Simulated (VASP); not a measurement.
A run of VASP 6.6.1:

INCAR

```
SYSTEM = Cr
  ALGO = Normal
  EDIFF = 1E-6
  ENCUT = 520
  GGA = CA
  ISIF = 2
  ISMEAR = 1
  ISPIN = 2
  LASPH = .TRUE.
  LCHARG = .FALSE.
  LDAU = .TRUE.
  LDAUJ = 0
  LDAUL = 2
  LDAUPRINT = 1
  LDAUTYPE = 2
  LDAUU = 5.3
  LMAXMIX = 4
  LORBIT = 11
  LREAL = .FALSE.
  LWAVE = .FALSE.
  MAGMOM = 3
  NBANDS = 16
  NELM = 150
  PREC = Accurate
  SIGMA = 0.01
```

KPOINTS

```
k-points
0
G
  12 12 12
  0 0 0
```

File POSCAR:

```
Cr
1.0
   -1.4942807567      1.4942807567      1.4942807567
    1.4942807567     -1.4942807567      1.4942807567
    1.4942807567      1.4942807567     -1.4942807567
Cr
1
Direct
    0.0000000000      0.0000000000      0.0000000000
```

Potentials or basis: VASP PAW LDA potentials, release 64 (Cr_pv).

Command:

```console
$ cat potpaw_LDA.64/Cr_pv/POTCAR > POTCAR
$ mpirun -np 1 vasp_std > vasp.out
```

Hardware: 1 thread of Intel(R) Xeon(R) Platinum 8259CL CPU @ 2.50GHz (Skylake/Cascade Lake), on a shared host.

Q: Estimate the wall time of this run.

A: Run time: 3.3 min on 1 thread of Intel(R) Xeon(R) Platinum 8259CL CPU @ 2.50GHz (Skylake/Cascade Lake), on a shared host, peak memory 0.15 GiB. Counts: scf iterations 134, k points 72.
